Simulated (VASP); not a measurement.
## MgO (e600): relaxation of cell and atoms with PBE

MgO (e600):

```
Mg O
1.0
     0.00000    2.10850    2.10850
     2.10850    0.00000    2.10850
     2.10850    2.10850    0.00000
Mg O
1 1
Direct
  0.00000 0.00000 0.00000
  0.50000 0.50000 0.50000
```

| Property | Result |
| --- | --- |
| Program | VASP 6.6.1 |
| Task | relaxation of cell and atoms |
| Functional | PBE |
| Potentials or basis | VASP PAW PBE potentials, release 64 (Mg, O) |
| Cutoff | 600 eV |
| k mesh | 10 × 10 × 10 |
| Occupations | gaussian, width 0.02 eV |
| Spin | no spin polarisation |
| Target pressure | 13.3 GPa |
| Dipole correction | no |
| Further INCAR settings | ALGO = Normal; EDIFF = 1e-06; IBRION = 2; EDIFFG = -0.002; NSW = 100; ISIF = 3 |

The relaxed volume is 8.87 Å³/atom. The relaxed cell is a = 2.928 Å, b = 2.928 Å, c = 2.928 Å, α = 60.00°, β = 60.00°, γ = 60.00°, the space group after relaxing (to 0.05 Å) is Fm-3m (No. 225) and the energy change on relaxing (the enthalpy is what falls) is +25.0 meV/atom. The ionic steps are 3. The pressure after relaxing is 13.3 GPa and the band gap on the k mesh is 5.25 eV, direct.

Step by step:
| step | energy change (eV) | largest force (eV/Å) | pressure (GPa) | volume (Å³) |
| --- | --- | --- | --- | --- |
| 1 | 0.0000 | 0.0000 | 3.09 | 18.75 |
| 2 | 0.1095 | 0.0000 | 20.42 | 17.17 |
| 3 | 0.0499 | 0.0000 | 13.28 | 17.74 |

Final structure:
```
CELL_PARAMETERS angstrom
0.00000 2.07012 2.07012
2.07012 0.00000 2.07012
2.07012 2.07012 0.00000
ATOMIC_POSITIONS crystal
Mg 0.00000 0.00000 0.00000
O 0.50000 0.50000 0.50000
```

Levels at points of the mesh, in eV from the valence-band top:
| k point | band 2 | band 3 | band 4 | band 5 | band 6 | band 7 |
| --- | --- | --- | --- | --- | --- | --- |
| (0.00, 0.00, 0.00) | 0.00 | 0.00 | 0.00 | 5.25 | 16.09 | 16.09 |
| (0.50, 0.00, 0.00) | -4.85 | -0.71 | -0.71 | 8.23 | 13.20 | 16.85 |
| (0.50, 0.50, 0.00) | -4.30 | -1.42 | -1.42 | 9.18 | 10.55 | 13.66 |

Wall time 6.3 s on 1 thread of Intel(R) Xeon(R) 6975P-C (Granite Rapids), with other jobs on the host, peak memory 0.15 GiB.

Caveat: the cell is relaxed towards a set pressure, so the enthalpy falls and the energy may rise. Expect the measured gap to be larger: semilocal functionals such as PBE lack the derivative discontinuity.
